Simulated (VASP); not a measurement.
Crystal: SnO2.

```
CELL_PARAMETERS angstrom
-0.09222 2.44125 2.44125
2.44125 -0.09222 2.44125
2.44125 2.44125 -0.09222
ATOMIC_POSITIONS crystal
Sn 0.00000 0.00000 0.00000
O 0.25233 0.25233 0.25233
O 0.74767 0.74767 0.74767
```

This cell differs from its parent crystal: strain along [111] -5.5%.

Program: VASP 6.6.1. Alike in all runs: task single point; potentials or basis VASP PAW PBE potentials, release 64 (Sn_d, O); no spin polarisation; cell as given.

Task: Order these runs on this cell by their pressure, lowest first.
A. level PBE; k mesh 8 × 8 × 8; cutoff (eV) 600; smearing fermi-dirac 0.02 eV
B. level HSE06; k mesh 6 × 6 × 6; cutoff (eV) 520; smearing gaussian 0.01 eV; grid for exact exchange (PRECFOCK) Normal; screening parameter 0.2079 1/Å
C. level r2SCAN; k mesh 8 × 8 × 8; cutoff (eV) 520; smearing gaussian 0.01 eV

Result: B (13.3 GPa), C (16.7 GPa), A (25.1 GPa).

Caveats: the PAW data sets were made with another functional, which shifts forces and pressure a little (some runs).
